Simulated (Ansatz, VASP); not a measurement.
## Te2Mo: VASP beside Ansatz

The input INCAR:

```
ALGO = Normal
EDIFF = 1E-6
ENCUT = 500
GGA = PE
GGA_COMPAT = False
ISIF = 2
ISMEAR = 0
ISPIN = 2
LASPH = True
LCHARG = False
LDAU = True
LDAUJ = 0.5 0
LDAUL = 2 -1
LDAUPRINT = 1
LDAUTYPE = 1
LDAUU = 4 0
LMAXMIX = 4
LORBIT = 11
LREAL = False
LWAVE = False
MAGMOM = 2.63 -0.2 -0.2
NBANDS = 24
NELM = 200
PREC = Accurate
SIGMA = 0.05
```

Contents of KPOINTS:

```
k-points
0
Gamma
  6 6 3
```

Contents of POSCAR:

```
Te2Mo
1.0
    4.0201319500      0.0000000000      0.0000000000
   -2.0100659700      3.4815363900      0.0000000000
    0.0000000000      0.0000000000      6.4853072000
Mo Te
1 2
Direct
    0.0000000000      0.0000000000      0.0000000000
    0.3333333333      0.6666666667      0.2520000000
    0.6666666667      0.3333333333      0.7480000000
```

Input for Ansatz:

```yaml
crystal:
  lattice:
    - [4.02013195, 0.0, 0.0]
    - [-2.01006597, 3.48153639, 0.0]
    - [0.0, 0.0, 6.4853072]
  atoms:
    - { symbol: Mo, position: [0.0, 0.0, 0.0], spin: 2.0 }
    - { symbol: Te, position: [0.3333333333, 0.6666666667, 0.252] }
    - { symbol: Te, position: [0.6666666667, 0.3333333333, 0.748] }
basis:
  ecutwfc: 420
  ecutrho_ratio: 4
kpoints:
  mp_grid: { grid: [6, 6, 3] }
hamiltonian:
  xc: pbe
  hubbard:
    sites:
      - { site: 0, l: d, u: 4.0, j: 0.5, starting_ns: [{ spin: up, occupation_matrix: s0up }, { spin: down, occupation_matrix: s0down }] }
    occupation_matrices:
      s0up:
        matrix:
          - [0.97, 0.0, 0.0, 0.0, 0.0]
          - [0.0, 0.29686, 0.0, 0.0, -0.4317]
          - [0.0, 0.0, 0.02, 0.0, 0.0]
          - [0.0, 0.0, 0.0, 0.02, 0.0]
          - [0.0, -0.4317, 0.0, 0.0, 0.69314]
      s0down:
        matrix:
          - [0.02, 0.0, 0.0, 0.0, 0.0]
          - [0.0, 0.02, 0.0, 0.0, 0.0]
          - [0.0, 0.0, 0.02, 0.0, 0.0]
          - [0.0, 0.0, 0.0, 0.02, 0.0]
          - [0.0, 0.0, 0.0, 0.0, 0.02]
    ns_hold: { iters: 10 }
scf:
  occupations: { method: gaussian, width: 0.05 }
  lower_state_search: "off"
  max_iter: 150
output:
  forces: true
  stress: true
  eigenvalues: true
  populations: true
  hubbard: { sites: [{ site: 0, l: d }] }
  write_density: true
  write_potential: true
  elf: true
  volumetric_format: npy
magnetization:
  spin_polarized: true
```

Alike in both runs: task single point; functional PBE; k mesh 6 × 6 × 3; occupations gaussian, width 0.05 eV; collinear spin; Hubbard terms Mo d U = 4.0 eV, J = 0.5 eV.

```csv
,VASP,Ansatz
version,VASP 6.6.1,Ansatz 0.2.0
potentials or method,"VASP PAW PBE potentials, release 64 (Mo_sv, Te), cutoff 500 eV","scalar-relativistic, plane waves, PAW"
valence electrons in the cell,26,46
```

|  | VASP | Ansatz | Ansatz less VASP |
| --- | --- | --- | --- |
| gap on the k mesh at the Fermi level (eV) | none | none | - |
| pressure (GPa) | -0.4 | -0.3 | +0.18 |
| traceless stress, the component that is largest in VASP (GPa) | 0.18 | -0.10 | -0.276 |
| rms of the force components (eV/Å) | 0.053 | 0.046 | -0.0068 |
| net moment per atom (μB) | 0.78 | 0.81 | +0.029 |
| size of the moment on the site where the two differ most (μB) | 2.54 | 2.39 | -0.157 |

Site moments also hang on the region over which each program counts them. The programs project onto different local orbitals, so the same U acts differently, and such runs can settle in different states. Atom by atom the forces differ by 0.007 eV/Å (rms over components). A gap of «none» marks a metal or a gap that the smearing closes. VASP's potentials hold 26 valence electrons a cell and Ansatz's 46, so a difference there can come from the potentials and not from the codes. Ansatz's warnings: filled band counts differ across k points, specified occupation not kept, symmetry narrowed by occupation matrices.

Neither program's run includes spin-orbit coupling.
